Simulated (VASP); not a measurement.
Write the native input for VASP 6.6.1 that does the following.

```yaml
Task: single point
Functional: PBE
Potentials_or_basis: VASP PAW PBE potentials, release 64 (Si)
Cutoff: 520 eV
k_mesh: 10 × 10 × 10
Occupations: gaussian, width 0.05 eV
Spin: no spin polarisation
Dipole_correction: no
Further_INCAR_settings: ALGO = Normal; EDIFF = 1e-06; NBANDS = 11
```

The structure of Si lies in POSCAR:

```
Si
1.0
    0.0101830125      2.7154700000      2.7154700000
    2.7256530125      0.0000000000      2.7256530125
    2.7154700000      2.7154700000      0.0101830125
Si
2
Direct
    0.5000000000      0.5000000000      0.5000000000
    0.7500000000      0.7500000000      0.7500000000
```

This cell differs from its parent crystal: strain +0.0075 x Voigt [0, 0, 0, 0, 1, 0].

These files were run (other wordings do the same):

INCAR

```
  PREC = Accurate
  ENCUT = 520
  EDIFF = 1E-6
  ISMEAR = 0
  SIGMA = 0.05
  LREAL = False
  LASPH = True
  NELM = 60
  ALGO = Normal
  ISIF = 2
  LWAVE = False
  LCHARG = False
  GGA = PE
  NBANDS = 11
```

KPOINTS

```
regular mesh
0
Gamma
  10 10 10
```

Potentials or basis: VASP PAW PBE potentials, release 64 (Si).

Command:

```bash
$ cat potpaw_PBE.64/Si/POTCAR > POTCAR
$ mpirun -np 1 vasp_std > vasp.out
```

Results of the run:

| Property | Result |
| --- | --- |
| Pressure | 1.9 GPa |
| Largest force | 0.074 eV/Å |
| Band gap on the k mesh | 0.57 eV, indirect (least direct gap 2.50 eV) |

Caveat: the cell differs from its parent crystal (strain +0.0075 x Voigt [0, 0, 0, 0, 1, 0]).

It took 75 s on 1 thread of Intel(R) Xeon(R) Platinum 8259CL CPU @ 2.50GHz (Skylake/Cascade Lake), on a shared host, peak memory 0.19 GiB.
